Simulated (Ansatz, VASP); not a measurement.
## Hf2Si in VASP and in Ansatz

Contents of INCAR:

```
SYSTEM = Hf2Si
PREC = Accurate ; ENCUT = 520
EDIFF = 1E-7 ; ISMEAR = 0
SIGMA = 0.1 ; LREAL = .False.
LASPH = .True. ; NELM = 80
ALGO = Fast ; ISIF = 2
LWAVE = .False. ; LCHARG = .False.
GGA = PS ; NBANDS = 33
```

File KPOINTS:

```
Automatic mesh
0
Gamma
  10 10 10
  0 0 0
```

Contents of POSCAR:

```
Hf2Si
1.0
   -3.1776459574      3.1776459574      2.5147333888
    3.1776459574     -3.1776459574      2.5147333888
    3.1776459574      3.1776459574     -2.5147333888
Hf Si
4 2
Direct
    0.8435490835      0.6564509165      0.5000000000
    0.3435490835      0.8435490835      0.1870981670
    0.1564509165      0.3435490835      0.5000000000
    0.6564509165      0.1564509165      0.8129018330
    0.7500000000      0.7500000000      0.0000000000
    0.2500000000      0.2500000000      0.0000000000
```

Input for Ansatz:

```yaml
crystal:
  lattice:
    - [-3.1776459574, 3.1776459574, 2.5147333888]
    - [3.1776459574, -3.1776459574, 2.5147333888]
    - [3.1776459574, 3.1776459574, -2.5147333888]
  atoms:
    - { symbol: Hf, position: [0.8435490835, 0.6564509165, 0.5] }
    - { symbol: Hf, position: [0.3435490835, 0.8435490835, 0.187098167] }
    - { symbol: Hf, position: [0.1564509165, 0.3435490835, 0.5] }
    - { symbol: Hf, position: [0.6564509165, 0.1564509165, 0.812901833] }
    - { symbol: Si, position: [0.75, 0.75, 0.0] }
    - { symbol: Si, position: [0.25, 0.25, 0.0] }
basis:
  ecutwfc: 420
  precision: f64
kpoints:
  mp_grid: { grid: [10, 10, 10] }
hamiltonian:
  xc: pbesol
scf:
  occupations: { method: gaussian, width: 0.1 }
  eigensolver: { kind: davidson }
output:
  forces: true
  eigenvalues: true
  stress: true
```

Alike in both runs: task single point; functional PBEsol; k mesh 10 × 10 × 10; occupations gaussian, width 0.1 eV; no spin polarisation.

```csv
,VASP,Ansatz
version,VASP 6.6.1,Ansatz 0.2.0
potentials or method,"VASP PAW PBE potentials, release 64 (Hf_pv, Si), cutoff 520 eV","scalar-relativistic, plane waves, PAW"
valence electrons in the cell,48,112
```

```csv
,VASP,Ansatz,Ansatz less VASP
gap on the k mesh at the Fermi level (eV),none,none,-
pressure (GPa),12.0,12.0,+0.02
rms of the force components (eV/Å),0.010,0.004,-0.0060
```

VASP's potentials were made for PBE, not for PBEsol. Atom by atom the forces differ by 0.006 eV/Å (rms over components). A gap of «none» marks a metal or a gap that the smearing closes. VASP's potentials hold 48 valence electrons a cell and Ansatz's 112, so a difference there can come from the potentials and not from the codes.

Neither program's run includes spin-orbit coupling.
